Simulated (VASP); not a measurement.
Runs of VASP 6.6.1 on TePb. The structure is that of space group Fm-3m (No. 225), or close to it. The cells are those of the table. 

| task | level | potentials or basis | spin | cell | cutoff (eV) | gap on the mesh (eV) | pressure (GPa) | relaxed volume (Å³/atom) |
| --- | --- | --- | --- | --- | --- | --- | --- | --- |
| relaxation of cell and atoms | PBEsol | VASP PAW PBE potentials, release 64 (Te, Pb_d) | off | relaxed from a = 4.569 Å, angles 60.0°, 2 atoms | 600 | 0.65 | 0.0 | 33.44 |
| relaxation of cell and atoms | LDA | VASP PAW LDA potentials, release 64 (Te, Pb_d) | off | relaxed from a = 4.569 Å, angles 60.0°, 2 atoms | 600 | 0.56 | 0.0 | (b) |
| single point | r2SCAN | VASP PAW PBE potentials, release 64 (Te, Pb_d) | non-collinear, zero start, SOC | a = 4.623 Å, angles 60.0°, 2 atoms | 520 | - | (a) | - |
| relaxation of cell and atoms | PBE | VASP PAW PBE potentials, release 64 (Te, Pb_d) | off | relaxed from a = 4.569 Å, angles 60.0°, 2 atoms | 600 | 0.83 | 0.0 | 35.42 |
| relaxation of cell and atoms | r2SCAN | VASP PAW PBE potentials, release 64 (Te, Pb_d) | off | relaxed from a = 4.569 Å, angles 60.0°, 2 atoms | 600 | 1.09 | 0.0 | 34.89 |

Alike in all rows: k mesh 8 × 8 × 8; smearing fermi-dirac 0.02 eV.

Task: Estimate the missing entries.

Result: (a) -0.1; (b) 32.55.

Caveats: spin-orbit coupling is left out, which moves the levels of the heavy elements (at least some runs); the PAW data sets were made with another functional, which shifts forces and pressure a little (at least some runs).

A k mesh can miss the band edges, and rows without SOC leave out spin-orbit coupling on Pb, Te.
